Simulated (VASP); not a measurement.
# BeTe (F-43m) in VASP: settings compared, part 3 of 3

VASP 6.6.1. The steps go on from the part before.

**6. Single point, HSE06, non-collinear spin, zero start, spin-orbit coupling**

This run uses another cell than the first one, of 22.63 Å³/atom.

File POSCAR:

```
BeTe
1.0
    0.0000000000      2.8286236224      2.8286236224
    2.8286236224      0.0000000000      2.8286236224
    2.8286236224      2.8286236224      0.0000000000
Be Te
1 1
Direct
    0.0000000000      0.0000000000      0.0000000000
    0.2500000000      0.2500000000      0.2500000000
```

File INCAR.step1:

```
SYSTEM = BeTe
  PREC = Accurate
  ENCUT = 520
  EDIFF = 1E-5
  ISMEAR = 0
  SIGMA = 0.01
  LREAL = .FALSE.
  LASPH = .TRUE.
  NELM = 150
  ALGO = Normal
  ISIF = 2
  LWAVE = .TRUE.
  LCHARG = .FALSE.
  MAGMOM = 0 0 0 0 0 0
  LORBIT = 11
  LSORBIT = .TRUE.
  GGA_COMPAT = .FALSE.
  LORBMOM = .TRUE.
  GGA = PE
  NBANDS = 20
```

File INCAR.step2:

```
SYSTEM = BeTe
  PREC = Accurate
  ENCUT = 520
  EDIFF = 1E-6
  ISMEAR = 0
  SIGMA = 0.01
  LREAL = .FALSE.
  LASPH = .TRUE.
  NELM = 150
  ALGO = Normal
  ISIF = 2
  LWAVE = .FALSE.
  LCHARG = .FALSE.
  MAGMOM = 0 0 0 0 0 0
  LORBIT = 11
  LSORBIT = .TRUE.
  GGA_COMPAT = .FALSE.
  LORBMOM = .TRUE.
  GGA = PE
  LHFCALC = .TRUE.
  HFSCREEN = 0.2079
  PRECFOCK = Normal
  ISTART = 1
  NBANDS = 20
```

File KPOINTS:

```
regular mesh
0
G
  4 4 4
  0 0 0
```

Potentials or basis: VASP PAW PBE potentials, release 64 (Be, Te).

Launch:

```
> cat potpaw_PBE.64/Be/POTCAR potpaw_PBE.64/Te/POTCAR > POTCAR
> cp INCAR.step1 INCAR
> mpirun -np 1 vasp_ncl > vasp.out
> cp INCAR.step2 INCAR
> mpirun -np 1 vasp_ncl > vasp.out
```

OUTCAR:

```text
SYSTEM = BeTe
   PREC = Accurate
   ENCUT = 520
   EDIFF = 1E-6
   ISMEAR = 0
   LREAL = .FALSE.
   LASPH = .TRUE.
   NELM = 150
   ISIF = 2
   LORBIT = 11
   LSORBIT = .TRUE.
   GGA = PE
   LHFCALC = .TRUE.
   HFSCREEN = 0.2079
   PRECFOCK = Normal
   ISTART = 1

 ion  position               nearest neighbor table
   1  0.000  0.000  0.000-   2 2.45   2 2.45   2 2.45   2 2.45
   2  0.250  0.250  0.250-   1 2.45   1 2.45   1 2.45   1 2.45

  LATTYP: Found a face centered cubic cell.
 ALAT       =     5.6572472448

[... 515 lines left out ...]
     0.0000000    -0.0000487     0.0000000    -0.0000487     0.0000000
    -0.0000604    -0.0000604    -0.0000487     0.0000000    -0.0000162
    -0.0000649    -0.0000162     0.0000000    -0.0000162     0.0000000
 l=   3
     0.0000000     0.0000000     0.0000000     0.0000000     0.0000000     0.0000000     0.0000000
     0.0000000     0.0000000     0.0000000     0.0000000     0.0000000     0.0000000     0.0000000
     0.0000000     0.0000000     0.0000000     0.0000000     0.0000000     0.0000000     0.0000000
     0.0000000     0.0000000     0.0000000     0.0000000     0.0000000     0.0000000     0.0000000
     0.0000000     0.0000000     0.0000000     0.0000000     0.0000000     0.0000000     0.0000000
     0.0000000     0.0000000     0.0000000     0.0000000     0.0000000     0.0000000     0.0000000
     0.0000000     0.0000000     0.0000000     0.0000000     0.0000000     0.0000000     0.0000000

 total charge

# of ion       s       p       d       tot
------------------------------------------
    1        0.359   0.558   0.000   0.917
    2        1.292   2.313   0.031   3.636
--------------------------------------------------
tot          1.651   2.871   0.031   4.553

 magnetization (x)

# of ion       s       p       d       tot
------------------------------------------
    1       -0.000  -0.000   0.000  -0.000
    2        0.000   0.000   0.000   0.000
--------------------------------------------------
tot         -0.000  -0.000   0.000  -0.000

 magnetization (y)

# of ion       s       p       d       tot
------------------------------------------
    1        0.000  -0.000   0.000   0.000
    2       -0.000   0.000  -0.000  -0.000
--------------------------------------------------
tot          0.000  -0.000  -0.000   0.000

 magnetization (z)

# of ion       s       p       d       tot
------------------------------------------
    1       -0.000   0.000   0.000  -0.000
    2        0.000  -0.000   0.000   0.000
--------------------------------------------------
tot         -0.000   0.000   0.000  -0.000
```

OSZICAR.step1:

```text
N       E                     dE             d eps       ncg     rms          rms(c)
DAV:   1     0.231418021149E+02    0.23142E+02   -0.27977E+03   400   0.646E+02
DAV:   2    -0.587582225564E+01   -0.29018E+02   -0.26214E+02   528   0.110E+02
DAV:   3    -0.772767822836E+01   -0.18519E+01   -0.18351E+01   552   0.291E+01
DAV:   4    -0.775781635296E+01   -0.30138E-01   -0.30130E-01   508   0.406E+00
DAV:   5    -0.775835356834E+01   -0.53722E-03   -0.53719E-03   508   0.529E-01    0.488E+00
DAV:   6    -0.766142278415E+01    0.96931E-01   -0.35985E-02   460   0.146E+00    0.298E+00
DAV:   7    -0.763264300130E+01    0.28780E-01   -0.31513E-02   508   0.119E+00    0.191E+00
DAV:   8    -0.763194676762E+01    0.69623E-03   -0.59048E-03   528   0.503E-01    0.281E-01
DAV:   9    -0.763244056147E+01   -0.49379E-03   -0.12783E-03   480   0.269E-01    0.467E-02
DAV:  10    -0.763261081808E+01   -0.17026E-03   -0.16501E-04   484   0.872E-02    0.201E-02
DAV:  11    -0.763263641355E+01   -0.25595E-04   -0.24999E-05   480   0.333E-02    0.115E-02
DAV:  12    -0.763263833443E+01   -0.19209E-05   -0.13145E-06   392   0.805E-03
   1 F= -.76326383E+01 E0= -.76326383E+01  d E =-.180949E-15  mag=     0.0000     0.0000     0.0000
```

Wall time 11 min (1 thread of Oxide Virtual Turin-like, shared host); peak memory 0.36 GiB.

Results:

* Free energy: -8.7652 eV
* Pressure: -0.5 GPa
* Net moment: 0.00 μB per cell
* Valence electrons inside the program's atomic spheres: Be 0.92; Te 3.64

Moments on the atoms (μB; x, y, z):
```
Be  0.00 0.00 0.00
Te  0.00 0.00 0.00
```

Caveat: the k points lie up to 0.48 Å⁻¹ apart; the PAW data sets were made with another functional, which shifts forces and pressure a little.

**7. Summary**

```tsv
level	spin	cell	k mesh	smearing	share of exact exchange	screening parameter	gap on the mesh (eV)	pressure (GPa)
HSE06	off	a = 3.982 Å, angles 60.0°, 2 atoms	6 × 6 × 6	fermi-dirac 0.02 eV	0.25	0.2079 1/Å	2.64	-0.1
HSE06	off	a = 4.000 Å, angles 60.0°, 2 atoms	6 × 6 × 6	gaussian 0.01 eV	0.25	0.2079 1/Å	2.67	-0.9
PBE0	off	a = 4.000 Å, angles 60.0°, 2 atoms	6 × 6 × 6	gaussian 0.01 eV	0.25	-	3.34	-1.0
r2SCANh	off	a = 4.000 Å, angles 60.0°, 2 atoms	6 × 6 × 6	gaussian 0.01 eV	0.1	-	2.84	-0.2
HSE06	non-collinear, zero start, SOC	a = 4.000 Å, angles 60.0°, 2 atoms	4 × 4 × 4	gaussian 0.01 eV	0.25	0.2079 1/Å	-	-0.5
```

Alike in all rows: task single point; potentials or basis VASP PAW PBE potentials, release 64 (Be, Te); cutoff (eV) 520.

Caveats: some runs use coarse meshes; the PAW data sets were made with another functional, which shifts forces and pressure a little; spin-orbit coupling is left out, which moves the levels of the heavy elements (at least some runs).

Total energies depend on the potentials used, so only differences within one code and one set of settings carry meaning.
